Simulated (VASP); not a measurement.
# Cu in VASP: notebook

Cu is run at these levels: PBE; tasks: single point.

All numbers are computed with VASP 6.6.1; they aren't measurements. Logs are shortened: lines on timing, memory, paths and dates and some standing lists are left out, and cuts for length are marked.

### Step 1. The cell of the first run

The cell holds a sheet with vacuum, 2 atoms: a = 2.611 Å, b = 2.611 Å, c = 17.000 Å, α = 90.00°, β = 90.00°, γ = 120.00°.

### Step 2. Single point, PBE

INCAR reads:

```
ALGO = Normal ; DIPOL = 0.5 0.5 0.500
EDIFF = 1E-6 ; ENCUT = 520
GGA = PE ; IDIPOL = 3
ISIF = 2 ; ISMEAR = 0
LASPH = True ; LCHARG = False
LDIPOL = True ; LREAL = False
LWAVE = False ; NBANDS = 18
NELM = 80 ; PREC = Accurate
SIGMA = 0.1
```

KPOINTS reads:

```
k-points
0
Gamma
  6 6 1
```

POSCAR reads:

```
Cu
1.0
    2.6110880000      0.0000000000      0.0000000000
   -1.3055440000      2.2612690000      0.0000000000
    0.0000000000      0.0000000000     17.0000000000
Cu
2
Direct
    0.0000000000      0.0000000000      0.5781680300
    0.0000000000      0.0000000000      0.4218319700
```

Potentials or basis: VASP PAW PBE potentials, release 64 (Cu).

The run is started by

```sh
> cat potpaw_PBE.64/Cu/POTCAR > POTCAR
> mpirun -np 1 vasp_std > vasp.out
```

OUTCAR:

```text
EDIFF = 1E-6
   ENCUT = 520
   GGA = PE
   ISIF = 2
   ISMEAR = 0
   LASPH = True
   LREAL = False
   NELM = 80
   PREC = Accurate

 ion  position               nearest neighbor table
   1  0.000  0.000  0.578-   2 2.66
   2  0.000  0.000  0.422-   1 2.66

  LATTYP: Found a hexagonal cell.
 ALAT       =     2.6110880000
 C/A-ratio  =     6.5106959245

  Lattice vectors:

 A1 = (   2.6110880000,   0.0000000000,   0.0000000000)
 A2 = (  -1.3055440000,   2.2612690000,   0.0000000000)
 A3 = (   0.0000000000,   0.0000000000,  17.0000000000)

Analysis of symmetry for initial positions (statically):
=====================================================================
 Subroutine PRICEL returns:
 Original cell was already a primitive cell.

 Routine SETGRP: Setting up the symmetry group for a
 hexagonal supercell.

 Subroutine GETGRP returns: Found 24 space group operations
 (whereof 24 operations were pure point group operations)
 out of a pool of 24 trial point group operations.

The static configuration has the point symmetry D_6h.

Analysis of symmetry for dynamics (positions and initial velocities):
=====================================================================
 Subroutine PRICEL returns:
 Original cell was already a primitive cell.

 Routine SETGRP: Setting up the symmetry group for a
 hexagonal supercell.

 Subroutine GETGRP returns: Found 24 space group operations
 (whereof 24 operations were pure point group operations)
 out of a pool of 24 trial point group operations.

The dynamic configuration has the point symmetry D_6h.

 Subroutine INISYM returns: Found 24 space group operations
 (whereof 24 operations are pure point group operations),
 and found     1 'primitive' translations

----------------------------------------------------------------------------------------

                                     Primitive cell

  volume of cell :     100.3743

  direct lattice vectors                    reciprocal lattice vectors
     2.611088000  0.000000000  0.000000000     0.382982113  0.221114781  0.000000000
    -1.305544000  2.261269000  0.000000000     0.000000000  0.442229562  0.000000000
     0.000000000  0.000000000 17.000000000     0.000000000  0.000000000  0.058823529

  length of vectors
     2.611088000  2.611088399 17.000000000     0.442229630  0.442229562  0.058823529

  position of ions in fractional coordinates (direct lattice)
     0.000000000  0.000000000  0.578168030
     0.000000000  0.000000000  0.421831970

  ion indices of the primitive-cell ions
   primitive index   ion index
                 1           1
                 2           2

----------------------------------------------------------------------------------------

 KPOINTS: k-points

Automatic generation of k-mesh.
 Grid dimensions read from file:
 generate k-points for:    6    6    1

 Generating k-lattice:

  Cartesian coordinates                     Fractional coordinates (reciprocal lattice)
     0.063830352  0.036852464  0.000000000     0.166666667  0.000000000  0.000000000
     0.000000000  0.073704927  0.000000000     0.000000000  0.166666667  0.000000000
     0.000000000  0.000000000  0.058823529     0.000000000  0.000000000  1.000000000

  Length of vectors
     0.073704938  0.073704927  0.058823529

  Shift w.r.t. Gamma in fractional coordinates (k-lattice)
     0.000000000  0.000000000  0.000000000

 Subroutine IBZKPT returns following result:
 ===========================================

 Found      7 irreducible k-points:

 Following reciprocal coordinates:
            Coordinates               Weight
  0.000000  0.000000  0.000000      1.000000
  0.166667  0.000000  0.000000      6.000000
  0.333333  0.000000  0.000000      6.000000
  0.500000 -0.000000  0.000000      3.000000
  0.166667  0.166667  0.000000      6.000000
  0.333333  0.166667  0.000000     12.000000
  0.333333  0.333333  0.000000      2.000000
   k-points           NKPTS =      7   k-points in BZ     NKDIM =      7   number of bands    NBANDS=     18
   number of dos      NEDOS =    301   number of ions     NIONS =      2
   total plane-waves  NPLWV =  50400
   dimension x,y,z NGX =    20 NGY =   20 NGZ =  126
   dimension x,y,z NGXF=    40 NGYF=   40 NGZF=  252
   ions per type =               2
   NGX,Y,Z   is equivalent  to a cutoff of  12.73, 12.73, 12.32 a.u.
   NGXF,Y,Z  is equivalent  to a cutoff of  25.47, 25.47, 24.64 a.u.
 SYSTEM =  unknown system
   PREC   = accura    normal or accurate (medium, high low for compatibility)
   ISTART =      0    job   : 0-new  1-cont  2-samecut
   ICHARG =      2    charge: 1-file 2-atom 10-const
   ISPIN  =      1    spin polarized calculation?
   LNONCOLLINEAR =      F non collinear calculations
   LSORBIT =      F    spin-orbit coupling
   LASPH  =      T    aspherical Exc in radial PAW
   ENCUT  =  520.0 eV  38.22 Ry    6.18 a.u.   4.85  4.85 31.61*2*pi/ulx,y,z
   NELM   =     80;   NELMIN=  2; NELMDL= -5     # of ELM steps
   EDIFF  = 0.1E-05   stopping-criterion for ELM
   LREAL  =      F    real-space projection
   EDIFFG = 0.1E-04   stopping-criterion for IOM
   NSW    =      0    number of steps for IOM
   IBRION =     -1    ionic relax: 0-MD 1-quasi-New 2-CG
   NFREE  =      0    steps in history (QN), initial steepest desc. (CG)
   ISIF   =      2    stress and relaxation
   ISYM   =      2    0-nonsym 1-usesym 2-fastsym
   POTIM  = 0.5000    time-step for ionic-motion
   TEBEG  =    0.0;   TEEND  =   0.0 temperature during run
   PSTRESS=    0.0 pullay stress
   NELECT =      22.0000    total number of electrons
   NUPDOWN=      -1.0000    fix difference up-down
   EMIN   =  10.00;   EMAX   =-10.00  energy-range for DOS
   EFERMI =   0.00;   METHOD = LEGACY
   ISMEAR =     0;   SIGMA  =   0.10  broadening in eV -4-tet -1-fermi 0-gaus
   EFERMI_NEDOS =   21; number of points for ismear=-14 and -15
   IALGO  =     38    algorithm
   IMIX   =      4    mixing-type and parameters
     AMIX     =   0.40;   BMIX     =  1.00
     AMIX_MAG =   1.60;   BMIX_MAG =  1.00
  volume/ion in A,a.u.               =      50.19       338.68
  Fermi-wavevector in a.u.,A,eV,Ry     =   0.987055  1.865264 13.255860  0.974278
  Thomas-Fermi vector in A             =   2.118481
   LORBIT       =      0    0 simple, 1 ext, 2 COOP (PROOUT), +10 PAW based schemes
   GGA     = PE    functional components
   LHFCALC =     F    Hartree Fock is set to
   AEXX    =    0.0000 exact exchange contribution
   IVDW    =     0    specifies the selected vdW correction
   LEPSILON=     F    determine dielectric tensor
   LRPA    =     F    only Hartree local field effects (RPA)
 non-spin polarized calculation
 Gauss-broadening in eV      SIGMA  =   0.10
  energy-cutoff  :      520.00
  volume of cell :      100.37
 maximum number of plane-waves:      2739
 NGX is ok and might be reduce to    20
   NGX =  9   NGY =  9   NGZ = 63

 dipolmoment           0.000000      0.000000     -0.000000 electrons x Angstroem

 number of electron      21.9999982 magnetization

 dipolmoment           0.000000      0.000000      0.000000 electrons x Angstroem

 Free energy of the ion-electron system (eV)
  ---------------------------------------------------
  ext. energy  EPLUGINS =         0.00000000
  ---------------------------------------------------
  free energy    TOTEN  =        -6.13111389 eV

  energy without entropy =       -6.12252928  energy(sigma->0) =       -6.12682159

 E-fermi :  -1.9524     XC(G=0):  -4.2858

 val. band max:       -1.9827957071   @ k =   0.3333   0.0000   0.0000
 cond. band min:      -1.7331830945   @ k =   0.0000   0.0000   0.0000
 fundamental gap:      0.2496126126
 Fermi energy:        -1.9523700688

 k-point     1 :       0.0000    0.0000    0.0000
  band No.  band energies     occupation
      1      -8.5041      2.00000
      2      -6.8262      2.00000
      3      -4.7526      2.00000
      4      -4.1867      2.00000
      5      -4.1867      2.00000
      6      -4.1369      2.00000
      7      -4.1369      2.00000
      8      -3.4918      2.00000
      9      -3.4155      2.00000
     10      -3.4155      2.00000
     11      -3.2251      2.00000
     12      -3.2251      2.00000
     13      -1.7332      0.00194
     14       2.1396      0.00000
     15       2.7689      0.00000
     16       4.3376      0.00000
     17       4.3801      0.00000
     18       7.2858      0.00000

 k-point     2 :       0.1667    0.0000    0.0000
  band No.  band energies     occupation
      1      -7.6635      2.00000
      2      -6.0479      2.00000
      3      -4.6428      2.00000
      4      -4.3387      2.00000
      5      -4.2697      2.00000
      6      -3.9249      2.00000
      7      -3.9217      2.00000
      8      -3.8779      2.00000
      9      -3.6801      2.00000
     10      -3.4726      2.00000
     11      -3.2681      2.00000
     12      -3.0268      2.00000
     13      -0.4768      0.00000
     14       2.8902      0.00000
     15       3.5922      0.00000
     16       5.1582      0.00000
     17       5.1961      0.00000
     18       8.1557      0.00000

 k-point     3 :       0.3333    0.0000    0.0000
  band No.  band energies     occupation
      1      -5.8344      2.00000
      2      -5.1717      2.00000
      3      -4.8037      2.00000
      4      -4.2036      2.00000
      5      -4.0862      2.00000
      6      -3.7479      2.00000
      7      -3.5888      2.00000
      8      -3.5855      2.00000
      9      -3.3593      2.00000
     10      -3.3430      2.00000
     11      -3.3137      2.00000
     12      -1.9828      1.33301
     13       2.1900      0.00000
     14       5.0975      0.00000
     15       5.9222      0.00000
     16       6.3847      0.00000
     17       7.3868      0.00000
     18       7.7107      0.00000

 k-point     4 :       0.5000   -0.0000    0.0000
  band No.  band energies     occupation
      1      -5.4947      2.00000
      2      -5.2575      2.00000
      3      -4.9132      2.00000
      4      -4.2189      2.00000
      5      -4.1110      2.00000
      6      -3.6443      2.00000
      7      -3.3972      2.00000
      8      -3.1719      2.00000
      9      -3.0279      2.00000
     10      -3.0147      2.00000
     11      -1.0990      0.00000
     12       0.8416      0.00000
     13       1.4516      0.00000
     14       3.4600      0.00000
     15       5.1948      0.00000
     16       7.9703      0.00000
     17       9.1870      0.00000
     18       9.5538      0.00000

 k-point     5 :       0.1667    0.1667    0.0000
  band No.  band energies     occupation
      1      -6.1849      2.00000
      2      -4.9096      2.00000
      3      -4.6141      2.00000
      4      -4.5063      2.00000
      5      -4.5042      2.00000
      6      -4.1757      2.00000
      7      -3.8943      2.00000
      8      -3.6303      2.00000
      9      -3.3803      2.00000
     10      -3.3483      2.00000
     11      -3.2702      2.00000
     12      -2.3475      2.00000
     13       1.4079      0.00000
     14       4.4091      0.00000
     15       5.2271      0.00000
     16       6.7642      0.00000
     17       6.8031      0.00000
     18       9.8133      0.00000

 k-point     6 :       0.3333    0.1667    0.0000
  band No.  band energies     occupation
      1      -5.1450      2.00000
      2      -4.8741      2.00000
      3      -4.7810      2.00000
      4      -4.1341      2.00000
      5      -4.1047      2.00000
      6      -3.8986      2.00000
      7      -3.8393      2.00000
      8      -3.6934      2.00000
      9      -3.5287      2.00000
     10      -3.1471      2.00000
     11      -1.2316      0.00000
     12       0.4668      0.00000
     13       3.5959      0.00000
     14       4.7991      0.00000
     15       5.6632      0.00000
     16       7.8397      0.00000
     17       8.3508      0.00000
     18       8.6199      0.00000

 k-point     7 :       0.3333    0.3333    0.0000
  band No.  band energies     occupation
      1      -4.6016      2.00000
      2      -4.6016      2.00000
      3      -4.2878      2.00000
      4      -4.2878      2.00000
      5      -4.2387      2.00000
      6      -4.2387      2.00000
      7      -4.0326      2.00000
      8      -3.8296      2.00000
      9      -3.8296      2.00000
     10      -3.2071      2.00000
     11       2.7539      0.00000
     12       2.7539      0.00000
     13       3.0930      0.00000
     14       4.5548      0.00000
     15       4.5548      0.00000
     16       5.5508      0.00000
     17       7.3158      0.00000
     18       9.9487      0.00000

------------------------ aborting loop because EDIFF is reached ----------------------------------------

 vacuum level on the upper side and lower side of the slab       (xc-potential included)        -0.160        -0.160

  FORCE on cell =-STRESS in cart. coord.  units (eV):
  Direction    XX          YY          ZZ          XY          YZ          ZX
  --------------------------------------------------------------------------------------
  -------------------------------------------------------------------------------------
  Total       -3.1827822     -3.1827835     -0.2065382     -0.0000000      0.0000000      0.0000000
  in kB      -50.8036422    -50.8036629     -3.2967669     -0.0000000      0.0000000      0.0000000
  external PRESSURE =     -34.9680240 kB  Pullay stress =       0.0000000 kB

 VOLUME and BASIS-vectors are now :
 -----------------------------------------------------------------------------
  energy-cutoff  :      520.00
  volume of cell :      100.37
      direct lattice vectors                 reciprocal lattice vectors
     2.611088000  0.000000000  0.000000000     0.382982113  0.221114781  0.000000000
    -1.305544000  2.261269000  0.000000000     0.000000000  0.442229562  0.000000000
     0.000000000  0.000000000 17.000000000     0.000000000  0.000000000  0.058823529

 POSITION                                       TOTAL-FORCE (eV/Angst)
 -----------------------------------------------------------------------------------
      0.00000      0.00000      9.82886         0.000000     -0.000000     -0.074527
      0.00000      0.00000      7.17114        -0.000000      0.000000      0.074527
 -----------------------------------------------------------------------------------
    total drift:                               -0.000000     -0.000000      0.000000

  FREE ENERGIE OF THE ION-ELECTRON SYSTEM (eV)
  ---------------------------------------------------
  free  energy   TOTEN  =        -6.1311138924 eV

  energy  without entropy=       -6.1225292820  energy(sigma->0) =       -6.12682159

 vacuum level on the upper side and lower side of the slab         2.865         2.865
```

Run time: 20 s. Hardware: 1 thread of Intel Xeon Platinum 8259CL at 2.50GHz (Skylake/Cascade Lake), shared host; peak memory 0.2 GiB.

Results:

```yaml
Free_energy: -6.1311 eV
Largest_force: 0.075 eV/Å
Band_gap_on_the_k_mesh: zero (band 11 reaches 2.75 eV, above the bottom of band 12 at -3.23 eV)
```

Forces in eV/Å, atoms in the order of the input:
```
Cu   0.000  0.000 -0.075
Cu   0.000  0.000  0.075
```

Caveat: the k points lie up to 0.46 Å⁻¹ apart.

(Continued in part 2 of 2.)
